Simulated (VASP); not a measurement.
Sn:

```xyz
2
Lattice="-2.9196 2.9196 1.5938 2.9196 -2.9196 1.5938 2.9196 2.9196 -1.5938" Properties=species:S:1:pos:R:3 pbc="T T T"
Sn    0.0000    0.0000    0.0000
Sn    0.0000    2.9196    0.7969
```

| Property | Result |
| --- | --- |
| Program | VASP 6.6.1 |
| Task | relaxation of cell and atoms |
| Functional | LDA |
| Potentials or basis | VASP PAW LDA potentials, release 64 (Sn_d) |
| Cutoff | 600 eV |
| k mesh | 16 × 16 × 16 |
| Occupations | gaussian, width 0.1 eV |
| Spin | no spin polarisation |

At the start: pressure -2.0 GPa; volume 27.17 Å³/atom.

How do energy, volume and symmetry change on relaxing?

Over 6 steps the energy falls by 6.9 meV/atom and the volume is 26.19 Å³/atom (-3.6 %); space group I4_1/amd (No. 141, to 0.05 Å).

Step by step:
```
step  energy change (eV)  largest force (eV/Å)  pressure (GPa)  volume (Å³)
   1              0.0000                0.0000           -2.01        54.34
   2             -0.0117                0.0000            0.84        51.70
   3             -0.0133                0.0000            0.05        52.36
   4             -0.0137                0.0000            0.04        52.37
   5             -0.0138                0.0000            0.02        52.38
   6             -0.0138                0.0000            0.01        52.38
```

Final structure:
```
CELL_PARAMETERS angstrom
-2.89540 2.89540 1.56205
2.89540 -2.89540 1.56205
2.89540 2.89540 -1.56205
ATOMIC_POSITIONS crystal
Sn 0.00000 0.00000 0.00000
Sn 0.75000 0.25000 0.50000
```
